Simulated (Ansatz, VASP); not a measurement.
Two plane-wave programs on H11C7O

```xyz
38
Lattice="8.9094 0.0000 0.0000 0.0000 8.9094 0.0000 0.0000 0.0000 8.9094" Properties=species:S:1:pos:R:3 pbc="T T T"
C     8.2133    2.9993    5.2070
C     7.1557    3.4265    4.2062
C     4.2642    3.7715    6.7244
C     5.2204    4.7684    7.3476
C     4.5492    6.7555    3.8085
C     4.3080    7.3313    4.8427
C     7.8414    7.3187    7.3920
C     7.6212    8.0754    6.4685
C     1.0299   -0.1132    2.7467
C     0.4481   -0.0683    1.6878
C     0.0754    5.4001    1.4048
C     0.0124    4.4620    0.6452
C     3.3486    3.0721    1.5832
C     3.7635    1.9396    1.4682
O     6.3537    2.2744    3.8936
O     4.4639    5.7471    8.0906
H     5.6847    2.5305    3.2345
H     6.5290    4.2294    4.6364
H     7.6364    3.8258    3.2949
H     8.8130    3.8641    5.5288
H     7.7421    2.5523    6.0970
H     8.8888    2.2557    4.7604
H     5.0672    6.4855    8.2764
H     5.9261    4.2503    8.0237
H     5.8097    5.2734    6.5650
H     4.8264    3.0113    6.1619
H     3.6724    3.2660    7.4984
H     3.5817    4.2768    6.0279
H     4.1004    7.8291    5.7697
H     4.7678    6.2412    2.8936
H     7.4142    8.7367    5.6408
H     8.0763    6.6213    8.1853
H    -0.0548   -0.0353    0.7393
H     1.5711   -0.1448    3.6730
H    -0.0264    3.6249   -0.0233
H     0.1544    6.2575    2.0492
H     4.1041    0.9266    1.3594
H     2.9412    4.0666    1.6517
```

Alike in both runs: functional PBE; dispersion D3(BJ); k mesh 1 × 1 × 1; occupations fermi-dirac, width 0.05 eV; no spin polarisation.

Ansatz relaxed the structure, and its values are those at the end. VASP's run is a single point on that final structure, the one shown.

|  | VASP | Ansatz |
| --- | --- | --- |
| version | VASP 6.6.1 | Ansatz 0.2.0 |
| potentials or method | VASP PAW PBE potentials, release 64 (C, O, H), cutoff 520 eV | scalar-relativistic, plane waves, PAW |
| valence electrons in the cell | 90 | 90 |

```csv
,VASP,Ansatz,Ansatz less VASP
rms of the force components (eV/Å),0.056,0.066,+0.0101
```

Noted on VASP's run: the standard files for N, O and F lose accuracy on very short bonds.
